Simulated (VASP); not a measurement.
# BaTiO3 (R3m) in VASP: a series of runs, part 2 of 2

VASP 6.6.1.

**3. Single point, r2SCAN**

POSCAR

```
BaTiO3
1.0
    2.8400536804      1.6397057569      2.3314328372
   -2.8400536804      1.6397057569      2.3314328372
    0.0000000000     -3.2794115137      2.3314328372
Ba Ti O
1 1 3
Direct
    0.0027851041      0.0027851041      0.0027851041
    0.5162478478      0.5162478478      0.5162478478
    0.4897536548      0.4897536548      0.9801597385
    0.4897536548      0.9801597385      0.4897536548
    0.9801597385      0.4897536548      0.4897536548
```

INCAR.step1

```
SYSTEM = BaTiO3
  PREC = Accurate
  ENCUT = 520
  ISMEAR = 0
  SIGMA = 0.05
  LREAL = .False.
  LASPH = .True.
  NELM = 80
  NBANDS = 28
  GGA = PE
  ALGO = Normal
  EDIFF = 1E-4
  LWAVE = .True.
  LCHARG = .False.
```

INCAR.step2

```
SYSTEM = BaTiO3
  PREC = Accurate
  ENCUT = 520
  EDIFF = 1E-6
  ISMEAR = 0
  SIGMA = 0.05
  LREAL = .False.
  LASPH = .True.
  NELM = 80
  ALGO = Normal
  ISIF = 2
  LWAVE = .False.
  LCHARG = .False.
  METAGGA = R2SCAN
  LMIXTAU = .True.
  NBANDS = 28
  ISTART = 1
```

KPOINTS

```
Automatic mesh
0
Gamma
  6 6 6
  0 0 0
```

Potentials or basis: VASP PAW PBE potentials, release 64 (Ba_sv, Ti_sv, O).

On the command line:

```console
> cat potpaw_PBE.64/Ba_sv/POTCAR potpaw_PBE.64/Ti_sv/POTCAR potpaw_PBE.64/O/POTCAR > POTCAR
> cp INCAR.step1 INCAR
> mpirun -np 1 vasp_std > vasp.out
> cp INCAR.step2 INCAR
> mpirun -np 1 vasp_std > vasp.out
```

OUTCAR:

```text
SYSTEM = BaTiO3
   PREC = Accurate
   ENCUT = 520
   EDIFF = 1E-6
   ISMEAR = 0
   LREAL = .False.
   LASPH = .True.
   NELM = 80
   ISIF = 2
   METAGGA = R2SCAN
   ISTART = 1

 ion  position               nearest neighbor table
   1  0.003  0.003  0.003-   4 2.78   5 2.78   3 2.78   4 2.84   5 2.84   5 2.84   4 2.84   3 2.84
                             3 2.84   5 2.93   4 2.93   3 2.93   2 3.40   2 3.45   2 3.45   2 3.45
   2  0.516  0.516  0.516-   3 1.87   4 1.87   5 1.87   3 2.16   4 2.16   5 2.16   1 3.40   1 3.45
                             1 3.45   1 3.45   1 3.51   1 3.51   1 3.51   1 3.59
   3  0.490  0.490  0.980-   2 1.87   2 2.16   1 2.78   1 2.84   1 2.84   1 2.93
   4  0.490  0.980  0.490-   2 1.87   2 2.16   1 2.78   1 2.84   1 2.84   1 2.93
   5  0.980  0.490  0.490-   2 1.87   2 2.16   1 2.78   1 2.84   1 2.84   1 2.93

  LATTYP: Found a trigonal (rhomboedric) cell.
 ALAT       =     4.0236946891
 COS(alpha) =     0.0036015261

  Lattice vectors:

 A1 = (   2.8400536804,   1.6397057569,   2.3314328372)
 A2 = (  -2.8400536804,   1.6397057569,   2.3314328372)
 A3 = (   0.0000000000,  -3.2794115137,   2.3314328372)

Analysis of symmetry for initial positions (statically):
[... 184 lines left out ...]
 fundamental gap:      2.8480549435
 Fermi energy:         3.6302643030

 k-point     1 :       0.0000    0.0000    0.0000
  band No.  band energies     occupation
      1     -55.1724      2.00000
      2     -30.3748      2.00000
      3     -30.3748      2.00000
      4     -30.3723      2.00000
      5     -22.1531      2.00000
      6     -14.4126      2.00000
[... 733 lines left out ...]
     27      12.0733      0.00000
     28      12.5972      0.00000

 [... further k-points ...]

------------------------ aborting loop because EDIFF is reached ----------------------------------------

  FORCE on cell =-STRESS in cart. coord.  units (eV):
  Direction    XX          YY          ZZ          XY          YZ          ZX
  --------------------------------------------------------------------------------------
  -------------------------------------------------------------------------------------
  Total        0.7961304      0.7961304      0.7394442     -0.0000000      0.0000000      0.0000000
  in kB       19.5806968     19.5806968     18.1865088     -0.0000000      0.0000000      0.0000000
  external PRESSURE =      19.1159675 kB  Pullay stress =       0.0000000 kB

 VOLUME and BASIS-vectors are now :
 -----------------------------------------------------------------------------
  energy-cutoff  :      520.00
  volume of cell :       65.14
      direct lattice vectors                 reciprocal lattice vectors
     2.840053680  1.639705757  2.331432837     0.176053010  0.101644253  0.142973595
    -2.840053680  1.639705757  2.331432837    -0.176053010  0.101644253  0.142973595
     0.000000000 -3.279411514  2.331432837     0.000000000 -0.203288506  0.142973595

 POSITION                                       TOTAL-FORCE (eV/Angst)
 -----------------------------------------------------------------------------------
      0.00000      0.00000      0.01948         0.000000     -0.000000     -0.030454
      0.00000      0.00000      3.61079         0.000000     -0.000000     -0.174709
      0.00000     -1.60824      4.56883         0.000000     -0.075000      0.068388
     -1.39278      0.80412      4.56883        -0.064952      0.037500      0.068388
      1.39278      0.80412      4.56883         0.064952      0.037500      0.068388
 -----------------------------------------------------------------------------------
    total drift:                               -0.000000     -0.000001      0.002441

  FREE ENERGIE OF THE ION-ELECTRON SYSTEM (eV)
  ---------------------------------------------------
  free  energy   TOTEN  =       -74.2683692720 eV

  energy  without entropy=      -74.2683692720  energy(sigma->0) =      -74.26836927
```

OUTCAR.step1:

```text
SYSTEM = BaTiO3
   PREC = Accurate
   ENCUT = 520
   ISMEAR = 0
   LREAL = .False.
   LASPH = .True.
[... 980 lines left out ...]
      0.00000     -1.60824      4.56883         0.000000     -0.118921      0.049981
     -1.39278      0.80412      4.56883        -0.102989      0.059460      0.049981
      1.39278      0.80412      4.56883         0.102989      0.059460      0.049981
 -----------------------------------------------------------------------------------
    total drift:                               -0.000000     -0.000001     -0.000971

  FREE ENERGIE OF THE ION-ELECTRON SYSTEM (eV)
  ---------------------------------------------------
  free  energy   TOTEN  =       -40.0231665083 eV

  energy  without entropy=      -40.0231665083  energy(sigma->0) =      -40.02316651
```

OSZICAR.step1:

```text
N       E                     dE             d eps       ncg     rms          rms(c)
DAV:   1     0.440310008932E+03    0.44031E+03   -0.20951E+04  1792   0.155E+03
DAV:   2    -0.347823566751E+01   -0.44379E+03   -0.42338E+03  2068   0.429E+02
DAV:   3    -0.483161402692E+02   -0.44838E+02   -0.44486E+02  2476   0.135E+02
DAV:   4    -0.505453069210E+02   -0.22292E+01   -0.22247E+01  2756   0.254E+01
DAV:   5    -0.506027391049E+02   -0.57432E-01   -0.57424E-01  2380   0.326E+00    0.237E+01
DAV:   6    -0.402212179350E+02    0.10382E+02   -0.55671E+01  2712   0.684E+01    0.102E+01
DAV:   7    -0.402057221911E+02    0.15496E-01   -0.11530E+01  2460   0.252E+01    0.727E+00
DAV:   8    -0.400193866052E+02    0.18634E+00   -0.59481E-01  2208   0.720E+00    0.380E+00
DAV:   9    -0.400511477648E+02   -0.31761E-01   -0.38383E-01  2668   0.555E+00    0.162E+00
DAV:  10    -0.400275993056E+02    0.23548E-01   -0.17531E-01  2116   0.433E+00    0.604E-01
DAV:  11    -0.400232041679E+02    0.43951E-02   -0.21288E-02  2188   0.908E-01    0.146E-01
DAV:  12    -0.400234169419E+02   -0.21277E-03   -0.26239E-03  2336   0.482E-01    0.143E-01
DAV:  13    -0.400231603535E+02    0.25659E-03   -0.96361E-04  2020   0.330E-01    0.189E-02
DAV:  14    -0.400231665083E+02   -0.61548E-05   -0.37730E-05  1204   0.464E-02
   1 F= -.40023167E+02 E0= -.40023167E+02  d E =-.954734E-15
```

Wall time 2.1 min (1 thread of Intel Xeon 6975P-C (Granite Rapids), shared host); peak memory 0.21 GiB.

What came out:

| Item | Value |
| --- | --- |
| Free energy | -74.2684 eV |
| Pressure | 1.9 GPa |
| Largest force | 0.175 eV/Å |
| Band gap on the k mesh | 2.85 eV, indirect (least direct gap 3.31 eV) |

Forces in eV/Å, atoms in the order of the input:
```
Ba   0.000  0.000 -0.030
Ti   0.000  0.000 -0.175
O    0.000 -0.075  0.068
O   -0.065  0.037  0.068
O    0.065  0.037  0.068
```

Levels at points of the mesh, in eV from the valence-band top:
| k point | band 18 | band 19 | band 20 | band 21 | band 22 | band 23 |
| --- | --- | --- | --- | --- | --- | --- |
| (0.00, 0.00, 0.00) | -0.58 | -0.46 | -0.46 | 2.85 | 2.85 | 2.99 |
| (0.50, 0.00, 0.00) | -1.58 | -1.01 | -0.89 | 3.01 | 4.14 | 4.26 |
| (0.50, 0.50, 0.00) | -0.91 | -0.86 | -0.09 | 4.23 | 4.23 | 4.58 |
| (0.50, 0.50, 0.50) | -0.02 | -0.02 | 0.00 | 4.66 | 4.85 | 4.85 |

Caveat: the PAW data sets were made with another functional, which shifts forces and pressure a little; spin-orbit coupling is left out, which moves the levels of the heavy elements.

**4. Single point, r2SCAN (volume scaled by 0.94, then relaxed in part)**

POSCAR

```
BaTiO3
1.0
    2.7860739896      1.6085405679      2.2772911961
   -2.7860739896      1.6085405679      2.2772911961
    0.0000000000     -3.2170811358      2.2772911961
Ba Ti O
1 1 3
Direct
   -0.0012166851     -0.0012166851     -0.0012166851
    0.5061844259      0.5061844259      0.5061844259
    0.4923368244      0.4923368244      0.9890586104
    0.4923368244      0.9890586104      0.4923368244
    0.9890586104      0.4923368244      0.4923368244
```

INCAR.step1

```
SYSTEM = BaTiO3
ALGO     = Normal         ! electronic algorithm
EDIFF    = 1E-4           ! SCF threshold, eV
ENCUT    = 520            ! plane-wave cutoff, eV
GGA      = PE             ! functional
ISMEAR   = 0              ! smearing method
LASPH    = .TRUE.         ! aspherical terms in the spheres
LCHARG   = .FALSE.        ! write CHGCAR
LREAL    = .FALSE.        ! projectors in reciprocal space
LWAVE    = .TRUE.         ! write WAVECAR
NBANDS   = 28             ! bands
NELM     = 80             ! most SCF steps
PREC     = Accurate       ! precision mode
SIGMA    = 0.02           ! smearing width, eV
```

INCAR.step2

```
SYSTEM = BaTiO3
ALGO     = Normal         ! electronic algorithm
EDIFF    = 1E-6           ! SCF threshold, eV
ENCUT    = 520            ! plane-wave cutoff, eV
ISIF     = 2              ! what is computed and relaxed
ISMEAR   = 0              ! smearing method
ISTART   = 1            
LASPH    = .TRUE.         ! aspherical terms in the spheres
LCHARG   = .FALSE.        ! write CHGCAR
LMIXTAU  = .TRUE.       
LREAL    = .FALSE.        ! projectors in reciprocal space
LWAVE    = .FALSE.        ! write WAVECAR
METAGGA  = R2SCAN         ! meta-GGA
NBANDS   = 28             ! bands
NELM     = 80             ! most SCF steps
PREC     = Accurate       ! precision mode
SIGMA    = 0.02           ! smearing width, eV
```

KPOINTS

```
k-points
0
G
  6 6 6
  0 0 0
```

On the command line:

```console
> cat potpaw_PBE.64/Ba_sv/POTCAR potpaw_PBE.64/Ti_sv/POTCAR potpaw_PBE.64/O/POTCAR > POTCAR
> cp INCAR.step1 INCAR
> mpirun -np 1 vasp_std > vasp.out
> cp INCAR.step2 INCAR
> mpirun -np 1 vasp_std > vasp.out
```

Run time: 1.8 min. Hardware: 1 thread of Intel Xeon 6975P-C (Granite Rapids), shared host; peak memory 0.2 GiB.

The run converged. Its results:

```
Free energy            : -74.1324 eV
Pressure               : 11.1 GPa
Largest force          : 0.101 eV/Å
Band gap on the k mesh : 2.45 eV, indirect (least direct gap 2.65 eV)
```

Forces in eV/Å, atoms in the order of the input:
```
Ba   0.000  0.000 -0.020
Ti   0.000  0.000 -0.101
O    0.000 -0.042  0.040
O   -0.036  0.021  0.040
O    0.036  0.021  0.040
```

Levels at points of the mesh, in eV from the valence-band top:
| k point | band 18 | band 19 | band 20 | band 21 | band 22 | band 23 |
| --- | --- | --- | --- | --- | --- | --- |
| (0.00, 0.00, 0.00) | -0.25 | -0.20 | -0.20 | 2.45 | 2.45 | 2.51 |
| (0.50, 0.00, 0.00) | -1.78 | -0.83 | -0.78 | 2.63 | 4.20 | 4.23 |
| (0.50, 0.50, 0.00) | -0.86 | -0.85 | -0.10 | 4.23 | 4.24 | 4.67 |
| (0.50, 0.50, 0.50) | -0.01 | -0.01 | 0.00 | 4.91 | 4.96 | 4.96 |

Caveat: the PAW data sets were made with another functional, which shifts forces and pressure a little; spin-orbit coupling is left out, which moves the levels of the heavy elements.

**5. Single point, r2SCAN (volume scaled by 0.97, then relaxed in part)**

POSCAR

```
BaTiO3
1.0
    2.8135923551      1.6244283036      2.3042276772
   -2.8135923551      1.6244283036      2.3042276772
    0.0000000000     -3.2488566072      2.3042276773
Ba Ti O
1 1 3
Direct
    0.0008521763      0.0008521763      0.0008521763
    0.5119158931      0.5119158931      0.5119158931
    0.4907978543      0.4907978543      0.9843362220
    0.4907978543      0.9843362220      0.4907978543
    0.9843362220      0.4907978543      0.4907978543
```

INCAR.step1

```
  PREC = Accurate
  ENCUT = 520
  ISMEAR = 0
  SIGMA = 0.02
  LREAL = False
  LASPH = True
  NELM = 80
  NBANDS = 28
  GGA = PE
  ALGO = Normal
  EDIFF = 1E-4
  LWAVE = True
  LCHARG = False
```

INCAR.step2

```
  PREC = Accurate
  ENCUT = 520
  EDIFF = 1E-7
  ISMEAR = 0
  SIGMA = 0.02
  LREAL = False
  LASPH = True
  NELM = 80
  ALGO = Normal
  ISIF = 2
  LWAVE = False
  LCHARG = False
  METAGGA = R2SCAN
  LMIXTAU = True
  NBANDS = 28
  ISTART = 1
```

KPOINTS

```
Automatic mesh
0
Gamma
  6 6 6
```

Potentials or basis: VASP PAW PBE potentials, release 64 (Ba_sv, Ti_sv, O).

On the command line:

```console
> cat potpaw_PBE.64/Ba_sv/POTCAR potpaw_PBE.64/Ti_sv/POTCAR potpaw_PBE.64/O/POTCAR > POTCAR
> cp INCAR.step1 INCAR
> mpirun -np 1 vasp_std > vasp.out
> cp INCAR.step2 INCAR
> mpirun -np 1 vasp_std > vasp.out
```

OUTCAR:

```text
PREC = Accurate
   ENCUT = 520
   EDIFF = 1E-7
   ISMEAR = 0
   LREAL = False
   LASPH = True
   NELM = 80
   ISIF = 2
   METAGGA = R2SCAN
   ISTART = 1

 ion  position               nearest neighbor table
   1  0.001  0.001  0.001-   3 2.76   4 2.76   5 2.76   5 2.81   4 2.81   4 2.81   5 2.81   3 2.81
                             3 2.81   3 2.88   4 2.88   5 2.88   2 3.38   2 3.42   2 3.42   2 3.42
   2  0.512  0.512  0.512-   4 1.89   5 1.89   3 1.89   4 2.11   5 2.11   3 2.11   1 3.38   1 3.42
                             1 3.42   1 3.42   1 3.47   1 3.47   1 3.47   1 3.53
[... 953 lines left out ...]
  -------------------------------------------------------------------------------------
  Total        2.3684157      2.3684157      2.3329333     -0.0000000     -0.0000000      0.0000000
  in kB       60.0523706     60.0523706     59.1526966     -0.0000000     -0.0000000      0.0000000
  external PRESSURE =      59.7524793 kB  Pullay stress =       0.0000000 kB

 VOLUME and BASIS-vectors are now :
 -----------------------------------------------------------------------------
  energy-cutoff  :      520.00
  volume of cell :       63.19
      direct lattice vectors                 reciprocal lattice vectors
     2.813592355  1.624428304  2.304227677     0.177708757  0.102600199  0.144661631
    -2.813592355  1.624428304  2.304227677    -0.177708757  0.102600199  0.144661631
     0.000000000 -3.248856607  2.304227677     0.000000000 -0.205200397  0.144661631

 POSITION                                       TOTAL-FORCE (eV/Angst)
 -----------------------------------------------------------------------------------
      0.00000      0.00000      0.00589         0.000000     -0.000000     -0.026060
      0.00000      0.00000      3.53871         0.000000     -0.000000     -0.146745
      0.00000     -1.60344      4.52995         0.000000     -0.061859      0.057602
     -1.38862      0.80172      4.52995        -0.053571      0.030929      0.057602
      1.38862      0.80172      4.52995         0.053571      0.030929      0.057602
 -----------------------------------------------------------------------------------
    total drift:                                0.000000      0.000001      0.003598

  FREE ENERGIE OF THE ION-ELECTRON SYSTEM (eV)
  ---------------------------------------------------
  free  energy   TOTEN  =       -74.2286481807 eV

  energy  without entropy=      -74.2286481807  energy(sigma->0) =      -74.22864818
```

OSZICAR.step1:

```text
N       E                     dE             d eps       ncg     rms          rms(c)
DAV:   1     0.435908058736E+03    0.43591E+03   -0.21013E+04  1792   0.156E+03
DAV:   2    -0.515590696938E+01   -0.44106E+03   -0.42003E+03  2072   0.430E+02
DAV:   3    -0.484371797251E+02   -0.43281E+02   -0.42898E+02  2516   0.133E+02
DAV:   4    -0.505308683805E+02   -0.20937E+01   -0.20897E+01  2692   0.250E+01
DAV:   5    -0.505875846887E+02   -0.56716E-01   -0.56707E-01  2368   0.321E+00    0.239E+01
DAV:   6    -0.400848287428E+02    0.10503E+02   -0.55128E+01  2588   0.686E+01    0.996E+00
DAV:   7    -0.400914411269E+02   -0.66124E-02   -0.10353E+01  2412   0.238E+01    0.723E+00
DAV:   8    -0.399316349717E+02    0.15981E+00   -0.65694E-01  2256   0.747E+00    0.354E+00
DAV:   9    -0.399693798654E+02   -0.37745E-01   -0.29905E-01  2548   0.454E+00    0.144E+00
DAV:  10    -0.399495315463E+02    0.19848E-01   -0.13983E-01  2008   0.407E+00    0.477E-01
DAV:  11    -0.399471052573E+02    0.24263E-02   -0.13267E-02  2484   0.837E-01    0.100E-01
DAV:  12    -0.399473276501E+02   -0.22239E-03   -0.16543E-03  2444   0.359E-01    0.148E-01
DAV:  13    -0.399470703040E+02    0.25735E-03   -0.97973E-04  2036   0.334E-01    0.123E-02
DAV:  14    -0.399470713017E+02   -0.99779E-06   -0.35638E-05  1248   0.475E-02
   1 F= -.39947071E+02 E0= -.39947071E+02  d E =-.761510E-55
```

Run time: 2 min. Hardware: 1 thread of Intel Xeon 6975P-C (Granite Rapids), shared host; peak memory 0.2 GiB.

What came out:

```yaml
Free_energy: -74.2286 eV
Pressure: 6.0 GPa
Largest_force: 0.147 eV/Å
Band_gap_on_the_k_mesh: 2.65 eV, indirect (least direct gap 2.99 eV)
```

Forces in eV/Å, atoms in the order of the input:
```
Ba   0.000  0.000 -0.026
Ti   0.000  0.000 -0.147
O    0.000 -0.062  0.058
O   -0.054  0.031  0.058
O    0.054  0.031  0.058
```

Stress tensor (GPa, compression positive):
```
6.01 0.00 0.00
0.00 6.01 0.00
0.00 0.00 5.92
```

Caveat: the PAW data sets were made with another functional, which shifts forces and pressure a little; spin-orbit coupling is left out, which moves the levels of the heavy elements. A k mesh can miss the band edges.

**6. Single point, r2SCAN**

POSCAR

```
BaTiO3
1.0
    2.8400536829      1.6397057584      2.3314328250
   -2.8400536829      1.6397057584      2.3314328250
    0.0000000000     -3.2794115167      2.3314328250
Ba Ti O
1 1 3
Direct
    0.0027851058      0.0027851058      0.0027851058
    0.5162478475      0.5162478475      0.5162478475
    0.4897536546      0.4897536546      0.9801597375
    0.4897536546      0.9801597375      0.4897536546
    0.9801597375      0.4897536546      0.4897536546
```

INCAR.step1

```
SYSTEM = BaTiO3
  PREC = Accurate
  ENCUT = 520
  ISMEAR = 0
  SIGMA = 0.02
  LREAL = .FALSE.
  LASPH = .TRUE.
  NELM = 100
  NBANDS = 28
  GGA = PE
  ALGO = Normal
  EDIFF = 1E-4
  LWAVE = .TRUE.
  LCHARG = .FALSE.
```

INCAR.step2

```
SYSTEM = BaTiO3
  PREC = Accurate
  ENCUT = 520
  EDIFF = 1E-6
  ISMEAR = 0
  SIGMA = 0.02
  LREAL = .FALSE.
  LASPH = .TRUE.
  NELM = 100
  ALGO = Normal
  ISIF = 2
  LWAVE = .FALSE.
  LCHARG = .FALSE.
  METAGGA = R2SCAN
  LMIXTAU = .TRUE.
  NBANDS = 28
  ISTART = 1
```

KPOINTS

```
Automatic mesh
0
G
  6 6 6
  0 0 0
```

Potentials or basis: VASP PAW PBE potentials, release 64 (Ba_sv, Ti_sv, O).

On the command line:

```console
> cat potpaw_PBE.64/Ba_sv/POTCAR potpaw_PBE.64/Ti_sv/POTCAR potpaw_PBE.64/O/POTCAR > POTCAR
> cp INCAR.step1 INCAR
> mpirun -np 1 vasp_std > vasp.out
> cp INCAR.step2 INCAR
> mpirun -np 1 vasp_std > vasp.out
```

Run time: 2 min. Hardware: 1 thread of Intel Xeon 6975P-C (Granite Rapids), shared host; peak memory 0.21 GiB.

The run converged. Its results:

* Free energy: -74.2684 eV
* Pressure: 1.9 GPa
* Largest force: 0.175 eV/Å
* Band gap on the k mesh: 2.85 eV, indirect (least direct gap 3.31 eV)

Forces on the atoms (eV/Å):
```
Ba   0.000  0.000 -0.030
Ti   0.000  0.000 -0.175
O    0.000 -0.075  0.068
O   -0.065  0.037  0.068
O    0.065  0.037  0.068
```

Stress tensor (GPa, compression positive):
```
1.96 0.00 0.00
0.00 1.96 0.00
0.00 0.00 1.82
```

Levels at points of the mesh, in eV from the valence-band top:
```
           k point  band 18  band 19  band 20  band 21  band 22  band 23
(0.00, 0.00, 0.00)    -0.58    -0.46    -0.46     2.85     2.85     2.99
(0.50, 0.00, 0.00)    -1.58    -1.01    -0.89     3.01     4.14     4.26
(0.50, 0.50, 0.00)    -0.91    -0.86    -0.09     4.23     4.23     4.58
(0.50, 0.50, 0.50)    -0.02    -0.02     0.00     4.66     4.85     4.85
```

Caveat: the PAW data sets were made with another functional, which shifts forces and pressure a little; spin-orbit coupling is left out, which moves the levels of the heavy elements.

**7. Summary**

```csv
cell,smearing,gap on the mesh (eV),pressure (GPa),largest force (eV/Å)
"a = 4.024 Å, angles 89.8°, 5 atoms",gaussian 0.02 eV,2.85,1.9,0.17
"a = 4.024 Å, angles 89.8°, 5 atoms",gaussian 0.05 eV,2.85,1.9,0.17
"a = 3.942 Å, 5 atoms",gaussian 0.02 eV,2.45,11.1,0.10
"a = 3.983 Å, angles 89.9°, 5 atoms",gaussian 0.02 eV,2.65,6.0,0.15
```

Alike in all rows: task single point; level r2SCAN; potentials or basis VASP PAW PBE potentials, release 64 (Ba_sv, Ti_sv, O); no spin polarisation; k mesh 6 × 6 × 6; cutoff (eV) 520.

Caveats: the PAW data sets were made with another functional, which shifts forces and pressure a little; spin-orbit coupling is left out, which moves the levels of the heavy elements.

Absolute energies hang on the potentials; compare differences alone.
